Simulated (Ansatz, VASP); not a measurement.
## Two plane-wave programs on ZrS

File INCAR:

```
SYSTEM = ZrS
ALGO = Normal
EDIFF = 1E-7
EDIFFG = -0.002
ENCUT = 600
GGA = PS
IBRION = 2
ISIF = 3
ISMEAR = -1
LASPH = .TRUE.
LCHARG = .FALSE.
LREAL = .FALSE.
LWAVE = .FALSE.
NELM = 80
NSW = 100
PREC = Accurate
SIGMA = 0.08
```

Contents of KPOINTS:

```
k-points
0
G
  10 10 10
  0 0 0
```

POSCAR

```
ZrS
1.0
    0.0000000000      2.6250000000      2.6250000000
    2.6250000000      0.0000000000      2.6250000000
    2.6250000000      2.6250000000      0.0000000000
Zr S
1 1
Direct
    0.0000000000      0.0000000000      0.0000000000
    0.5000000000      0.5000000000      0.5000000000
```

Input for Ansatz:

```yaml
crystal:
  lattice:
    - [0.0, 2.625, 2.625]
    - [2.625, 0.0, 2.625]
    - [2.625, 2.625, 0.0]
  atoms:
    - { symbol: Zr, position: [0.0, 0.0, 0.0] }
    - { symbol: S, position: [0.5, 0.5, 0.5] }
kpoints:
  mp_grid: { grid: [10, 10, 10] }
scf:
  occupations: { method: fermi_dirac, width: 0.08 }
hamiltonian:
  xc: pbesol
  pseudopotentials: { kind: paw }
relax:
  f_tol: 0.002
  max_steps: 80
  cell: {}
output:
  forces: true
  stress: true
```

Alike in both runs: task relaxation of cell and atoms; functional PBEsol; k mesh 10 × 10 × 10; occupations fermi-dirac, width 0.08 eV; no spin polarisation.

```csv
,VASP,Ansatz
version,VASP 6.6.1,Ansatz 0.2.0
potentials or method,"VASP PAW PBE potentials, release 64 (Zr_sv, S)","PAW with Ansatz's default frozen-core files, scalar-relativistic"
plane-wave cutoff (eV),600,420
valence electrons in the cell,18,18
```

Ansatz gave:

| Quantity | Value |
| --- | --- |
| relaxed volume (Å³/atom) | 17.24 |
| relaxed cell length with the largest relative difference (Å) | 3.653 |

Task: What did VASP give for the same quantities?

Result: Relaxed volume (Å³/atom): 17.27; relaxed cell length with the largest relative difference (Å): 3.655.

VASP's potentials were made for PBE, not for PBEsol.

Noted on VASP's run: too few bands were computed for a metal, which touches its energy and stress.
